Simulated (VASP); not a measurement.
# OsPtC4N4 (P-43m) in VASP: single point with PBE

Aim: the single point of OsPtC4N4 with PBE.

All numbers are computed with VASP 6.6.1; they aren't measurements. Logs are shortened: lines on timing, memory, paths and dates and some standing lists are left out, and cuts for length are marked.

## Step 1: The cell of the first run

Symmetry: P-43m, No. 215, cubic system. Conventional cell: a = 5.913 Å, b = 5.913 Å, c = 5.913 Å, α = 90.00°, β = 90.00°, γ = 90.00°. Within 2.5 Å of Os (site symmetry -43m) lie 4 C at 1.92 Å. Within 2.7 Å of Pt (site symmetry -43m) lie 4 N at 2.02 Å. C (site symmetry 3m) has 1 N at 1.19 Å within 1.6 Å. Within 1.6 Å of N (site symmetry 3m) lie 1 C at 1.19 Å.

## Step 2: Single point, PBE, collinear spin

INCAR

```
PREC = Accurate
ENCUT = 700
EDIFF = 1E-6
ISMEAR = 0
SIGMA = 0.1
LREAL = False
LASPH = True
NELM = 200
ALGO = Normal
ISIF = 2
LWAVE = False
LCHARG = False
ISPIN = 2
MAGMOM = 1 0 0 0 0 0 0 0 0 0
LORBIT = 11
LMAXMIX = 4
GGA = PE
NBANDS = 50
GGA_COMPAT = False
```

KPOINTS

```
regular mesh
0
Gamma
  4 4 4
```

POSCAR

```
OsPtC4N4
1.0
    5.9133834355      0.0000000000      0.0000000000
    0.0000000000      5.9133834355      0.0000000000
    0.0000000000      0.0000000000      5.9133834355
Os Pt C N
1 1 4 4
Direct
    0.0000000000      0.0000000000      0.0000000000
    0.5000000000      0.5000000000      0.5000000000
    0.1870586971      0.1870586971      0.1870586971
    0.1870586971      0.8129413029      0.8129413029
    0.8129413029      0.1870586971      0.8129413029
    0.8129413029      0.8129413029      0.1870586971
    0.3031765183      0.3031765183      0.3031765183
    0.3031765183      0.6968234817      0.6968234817
    0.6968234817      0.3031765183      0.6968234817
    0.6968234817      0.6968234817      0.3031765183
```

Potentials or basis: VASP PAW PBE potentials, release 64 (Os_sv_GW, Pt_sv_GW, C, N).

Command:

```console
cat potpaw_PBE.64/Os_sv_GW/POTCAR potpaw_PBE.64/Pt_sv_GW/POTCAR potpaw_PBE.64/C/POTCAR potpaw_PBE.64/N/POTCAR > POTCAR
mpirun -np 1 vasp_std > vasp.out
```

OUTCAR:

```text
PREC = Accurate
   ENCUT = 700
   EDIFF = 1E-6
   ISMEAR = 0
   LREAL = False
   LASPH = True
   NELM = 200
   ISIF = 2
   ISPIN = 2
   LORBIT = 11
   GGA = PE

 ion  position               nearest neighbor table
   1  0.000  0.000  0.000-   3 1.92   4 1.92   5 1.92   6 1.92
   2  0.500  0.500  0.500-   7 2.02   8 2.02   9 2.02  10 2.02
   3  0.187  0.187  0.187-   7 1.19   1 1.92
   4  0.187  0.813  0.813-   8 1.19   1 1.92
   5  0.813  0.187  0.813-   9 1.19   1 1.92
   6  0.813  0.813  0.187-  10 1.19   1 1.92
   7  0.303  0.303  0.303-   3 1.19   2 2.02
   8  0.303  0.697  0.697-   4 1.19   2 2.02
   9  0.697  0.303  0.697-   5 1.19   2 2.02
  10  0.697  0.697  0.303-   6 1.19   2 2.02

  LATTYP: Found a simple cubic cell.
 ALAT       =     5.9133834355

  Lattice vectors:

 A1 = (   5.9133834355,   0.0000000000,   0.0000000000)
 A2 = (   0.0000000000,   5.9133834355,   0.0000000000)
 A3 = (   0.0000000000,   0.0000000000,   5.9133834355)

Analysis of symmetry for initial positions (statically):
=====================================================================
 Subroutine PRICEL returns:
 Original cell was already a primitive cell.

 Routine SETGRP: Setting up the symmetry group for a
 simple cubic supercell.

 Subroutine GETGRP returns: Found 24 space group operations
 (whereof 24 operations were pure point group operations)
 out of a pool of 48 trial point group operations.

The static configuration has the point symmetry T_d .

Analysis of symmetry for dynamics (positions and initial velocities):
=====================================================================
 Subroutine PRICEL returns:
 Original cell was already a primitive cell.

 Routine SETGRP: Setting up the symmetry group for a
 simple cubic supercell.

 Subroutine GETGRP returns: Found 24 space group operations
 (whereof 24 operations were pure point group operations)
 out of a pool of 48 trial point group operations.

The dynamic configuration has the point symmetry T_d .

Analysis of structural, dynamic, and magnetic symmetry:
=====================================================================
 Subroutine PRICEL returns:
 Original cell was already a primitive cell.

 Routine SETGRP: Setting up the symmetry group for a
 simple cubic supercell.

 Subroutine GETGRP returns: Found 24 space group operations
 (whereof 24 operations were pure point group operations)
 out of a pool of 48 trial point group operations.

The overall configuration has the point symmetry T_d .

 Subroutine INISYM returns: Found 24 space group operations
 (whereof 24 operations are pure point group operations),
 and found     1 'primitive' translations

----------------------------------------------------------------------------------------

                                     Primitive cell

  volume of cell :     206.7798

  direct lattice vectors                    reciprocal lattice vectors
     5.913383436  0.000000000  0.000000000     0.169107925  0.000000000  0.000000000
     0.000000000  5.913383436  0.000000000     0.000000000  0.169107925  0.000000000
     0.000000000  0.000000000  5.913383436     0.000000000  0.000000000  0.169107925

  length of vectors
     5.913383436  5.913383436  5.913383436     0.169107925  0.169107925  0.169107925

  position of ions in fractional coordinates (direct lattice)
     0.000000000  0.000000000  0.000000000
     0.500000000  0.500000000  0.500000000
     0.187058697  0.187058697  0.187058697
     0.187058697  0.812941303  0.812941303
     0.812941303  0.187058697  0.812941303
     0.812941303  0.812941303  0.187058697
     0.303176518  0.303176518  0.303176518
     0.303176518  0.696823482  0.696823482
     0.696823482  0.303176518  0.696823482
     0.696823482  0.696823482  0.303176518

  ion indices of the primitive-cell ions
   primitive index   ion index
                 1           1
                 2           2
                 3           3
                 4           4
                 5           5
[... 56 lines left out ...]
   ISPIN  =      2    spin polarized calculation?
   LNONCOLLINEAR =      F non collinear calculations
   LSORBIT =      F    spin-orbit coupling
   LASPH  =      T    aspherical Exc in radial PAW
   ENCUT  =  700.0 eV  51.45 Ry    7.17 a.u.  12.76 12.76 12.76*2*pi/ulx,y,z
   NELM   =    200;   NELMIN=  2; NELMDL= -5     # of ELM steps
   EDIFF  = 0.1E-05   stopping-criterion for ELM
   LREAL  =      F    real-space projection
   EDIFFG = 0.1E-04   stopping-criterion for IOM
   NSW    =      0    number of steps for IOM
   IBRION =     -1    ionic relax: 0-MD 1-quasi-New 2-CG
   NFREE  =      0    steps in history (QN), initial steepest desc. (CG)
   ISIF   =      2    stress and relaxation
   ISYM   =      2    0-nonsym 1-usesym 2-fastsym
   POTIM  = 0.5000    time-step for ionic-motion
   TEBEG  =    0.0;   TEEND  =   0.0 temperature during run
   PSTRESS=    0.0 pullay stress
   NELECT =      70.0000    total number of electrons
   NUPDOWN=      -1.0000    fix difference up-down
   EMIN   =  10.00;   EMAX   =-10.00  energy-range for DOS
   EFERMI =   0.00;   METHOD = LEGACY
   ISMEAR =     0;   SIGMA  =   0.10  broadening in eV -4-tet -1-fermi 0-gaus
   EFERMI_NEDOS =   21; number of points for ismear=-14 and -15
   IALGO  =     38    algorithm
   IMIX   =      4    mixing-type and parameters
     AMIX     =   0.40;   BMIX     =  1.00
     AMIX_MAG =   1.60;   BMIX_MAG =  1.00
  volume/ion in A,a.u.               =      20.68       139.54
  Fermi-wavevector in a.u.,A,eV,Ry     =   1.140963  2.156107 17.712010  1.301796
  Thomas-Fermi vector in A             =   2.277664
   LORBIT       =     11    0 simple, 1 ext, 2 COOP (PROOUT), +10 PAW based schemes
   GGA     = PE    functional components
   LHFCALC =     F    Hartree Fock is set to
   AEXX    =    0.0000 exact exchange contribution
   IVDW    =     0    specifies the selected vdW correction
   LEPSILON=     F    determine dielectric tensor
   LRPA    =     F    only Hartree local field effects (RPA)
 spin polarized calculation
 Gauss-broadening in eV      SIGMA  =   0.10
  energy-cutoff  :      700.00
  volume of cell :      206.78
 maximum number of plane-waves:      8724
 NGX is ok and might be reduce to    54
   NGX = 25   NGY = 25   NGZ = 25

 number of electron      70.0000000 magnetization      -0.0000133

 number of electron      70.0000000 magnetization       0.0000169

 Free energy of the ion-electron system (eV)
  ---------------------------------------------------
  ext. energy  EPLUGINS =         0.00000000
  ---------------------------------------------------
  free energy    TOTEN  =       -80.76425792 eV

  energy without entropy =      -80.75729248  energy(sigma->0) =      -80.76077520

 E-fermi :   0.2529     XC(G=0):  -7.5811

 val. band max:        0.1773628246   @ k =   0.5000   0.0000   0.0000
 cond. band min:       0.3610101566   @ k =   0.5000   0.2500   0.0000
 fundamental gap:      0.1836473320
 Fermi energy:         0.2529197371

 spin component 1

 k-point     1 :       0.0000    0.0000    0.0000
  band No.  band energies     occupation
      1     -98.4995      1.00000
      2     -86.7143      1.00000
      3     -52.6373      1.00000
      4     -52.6373      1.00000
      5     -52.6373      1.00000
      6     -46.1473      1.00000
[... 489 lines left out ...]
     46       5.9951      0.00000
     47       6.0635      0.00000
 Fermi energy:         0.2529197371

 spin component 2

 k-point     1 :       0.0000    0.0000    0.0000
  band No.  band energies     occupation
      1     -98.4995      1.00000
      2     -86.7143      1.00000
      3     -52.6373      1.00000
      4     -52.6373      1.00000
      5     -52.6373      1.00000
      6     -46.1472      1.00000
[... 489 lines left out ...]
     46       5.9951      0.00000
     47       6.0635      0.00000
 [bands above 47 left out]

------------------------ aborting loop because EDIFF is reached ----------------------------------------

  FORCE on cell =-STRESS in cart. coord.  units (eV):
  Direction    XX          YY          ZZ          XY          YZ          ZX
  --------------------------------------------------------------------------------------
  -------------------------------------------------------------------------------------
  Total        0.2059247      0.2059247      0.2059247      0.0000000      0.0000000      0.0000000
  in kB        1.5955521      1.5955521      1.5955521      0.0000000      0.0000000      0.0000000
  external PRESSURE =       1.5955521 kB  Pullay stress =       0.0000000 kB

 VOLUME and BASIS-vectors are now :
 -----------------------------------------------------------------------------
  energy-cutoff  :      700.00
  volume of cell :      206.78
      direct lattice vectors                 reciprocal lattice vectors
     5.913383436  0.000000000  0.000000000     0.169107925  0.000000000  0.000000000
     0.000000000  5.913383436  0.000000000     0.000000000  0.169107925  0.000000000
     0.000000000  0.000000000  5.913383436     0.000000000  0.000000000  0.169107925

 POSITION                                       TOTAL-FORCE (eV/Angst)
 -----------------------------------------------------------------------------------
      0.00000      0.00000      0.00000        -0.000000      0.000000      0.000000
      2.95669      2.95669      2.95669        -0.000000      0.000000      0.000000
      1.10615      1.10615      1.10615        -0.148187     -0.148187     -0.148187
      1.10615      4.80723      4.80723        -0.148187      0.148187      0.148187
      4.80723      1.10615      4.80723         0.148187     -0.148187      0.148187
      4.80723      4.80723      1.10615         0.148187      0.148187     -0.148187
      1.79280      1.79280      1.79280         0.148538      0.148538      0.148538
      1.79280      4.12058      4.12058         0.148538     -0.148538     -0.148538
      4.12058      1.79280      4.12058        -0.148538      0.148538     -0.148538
      4.12058      4.12058      1.79280        -0.148538     -0.148538      0.148538
 -----------------------------------------------------------------------------------
    total drift:                                0.000000      0.000000      0.000000

  FREE ENERGIE OF THE ION-ELECTRON SYSTEM (eV)
  ---------------------------------------------------
  free  energy   TOTEN  =       -80.7642579196 eV

  energy  without entropy=      -80.7572924760  energy(sigma->0) =      -80.76077520

 total charge

# of ion       s       p       d       f       tot
--------------------------------------------------
    1        3.612   6.112   5.338   0.196  15.257
    2        3.733   6.120   7.374   0.031  17.258
    3        0.933   1.670   0.000   0.000   2.602
    4        0.933   1.670   0.000   0.000   2.602
    5        0.933   1.670   0.000   0.000   2.602
    6        0.933   1.670   0.000   0.000   2.602
    7        1.287   2.522   0.000   0.000   3.809
    8        1.287   2.522   0.000   0.000   3.809
    9        1.287   2.522   0.000   0.000   3.809
   10        1.287   2.522   0.000   0.000   3.809
--------------------------------------------------
tot         16.222  28.998  12.712   0.227  58.159

 magnetization (x)

# of ion       s       p       d       f       tot
--------------------------------------------------
    1        0.000   0.000   0.000  -0.000   0.000
    2       -0.000  -0.000  -0.000  -0.000  -0.000
    3        0.000  -0.000   0.000   0.000  -0.000
    4        0.000  -0.000   0.000   0.000  -0.000
    5        0.000  -0.000   0.000   0.000  -0.000
    6        0.000  -0.000   0.000   0.000  -0.000
    7       -0.000   0.000   0.000   0.000   0.000
    8       -0.000   0.000   0.000   0.000   0.000
    9       -0.000   0.000   0.000   0.000   0.000
   10       -0.000   0.000   0.000   0.000   0.000
--------------------------------------------------
tot          0.000   0.000  -0.000  -0.000  -0.000
```

Run time: 6.7 min. Hardware: 1 thread of Intel Xeon Platinum 8488C (Sapphire Rapids), shared host; peak memory 0.67 GiB.

Results:

- Free energy: -80.7643 eV
- Pressure: 0.2 GPa
- Largest force: 0.257 eV/Å
- Band gap on the k mesh: 0.18 eV (least direct gap 0.46 eV)
- Net moment: 0.00 μB per cell
- Valence electrons inside the program's atomic spheres: Os 15.26; Pt 17.26; C 2.60; N 3.81

Forces on the atoms (eV/Å):
```
Os   0.000  0.000  0.000
Pt   0.000  0.000  0.000
C   -0.148 -0.148 -0.148
C   -0.148  0.148  0.148
C    0.148 -0.148  0.148
C    0.148  0.148 -0.148
N    0.149  0.149  0.149
N    0.149 -0.149 -0.149
N   -0.149  0.149 -0.149
N   -0.149 -0.149  0.149
```

Caveat: spin-orbit coupling is left out, which moves the levels of the heavy elements.
